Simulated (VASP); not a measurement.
Crystal: ZrC.

```
Zr C
1.0
    -2.32968    0.07062   -2.34197
    -2.30298   -2.36749    0.04392
    -4.71552    2.43311    2.32752
Zr C
2 2
Direct
  0.29077 0.31178 0.24153
  0.78173 0.71353 0.69816
  0.92467 0.96127 0.03365
  0.50282 0.51342 0.52666
```

| Quantity | Value |
| --- | --- |
| Program | VASP 6.6.1 |
| Task | relaxation of cell and atoms |
| Functional | PBE |
| Potentials or basis | VASP PAW PBE potentials, release 64 (Zr_sv, C) |
| Cutoff | 600 eV |
| k mesh | 8 × 8 × 8 |
| Occupations | gaussian, width 0.2 eV |
| Spin | no spin polarisation |

At the start: pressure 18.8 GPa; volume 13.18 Å³/atom.

**Question.** How do energy, volume and symmetry change on relaxing?

**Answer.** Over 15 steps the energy falls by 594.1 meV/atom and the volume is 13.06 Å³/atom (-0.9 %); space group P1 (No. 1, to 0.1 Å) before, Fm-3m (No. 225, to 0.1 Å).

The path:
```csv
step,energy change (eV),largest force (eV/Å),pressure (GPa),volume (Å³)
1,0.0000,7.5866,18.79,52.72
2,-0.4838,1.8510,-26.32,65.19
3,-1.3749,2.0705,-13.37,58.43
4,-1.3822,2.1293,-12.23,58.08
5,-2.0290,1.7027,2.99,52.34
6,-2.0432,1.6803,6.85,51.39
7,-2.2889,1.0727,1.07,52.18
8,-2.2889,1.0730,1.07,52.18
9,-2.3573,0.3605,-2.21,52.81
10,-2.3593,0.3677,-2.77,52.94
11,-2.3662,0.2016,3.19,51.52
12,-2.3733,0.1582,0.63,52.10
13,-2.3759,0.0734,-0.20,52.29
14,-2.3760,0.0578,-0.08,52.26
15,-2.3762,0.0154,0.03,52.23
```

Final structure:
```
Zr C
1.0
    -2.35523   -0.00157   -2.35600
    -2.35503   -2.35666    0.00132
    -4.70812    2.35148    2.35084
Zr C
2 2
Direct
  0.24993 0.24974 0.25007
  0.74989 0.75015 0.74998
  0.00013 0.00026 0.00003
  0.50005 0.49986 0.49992
```
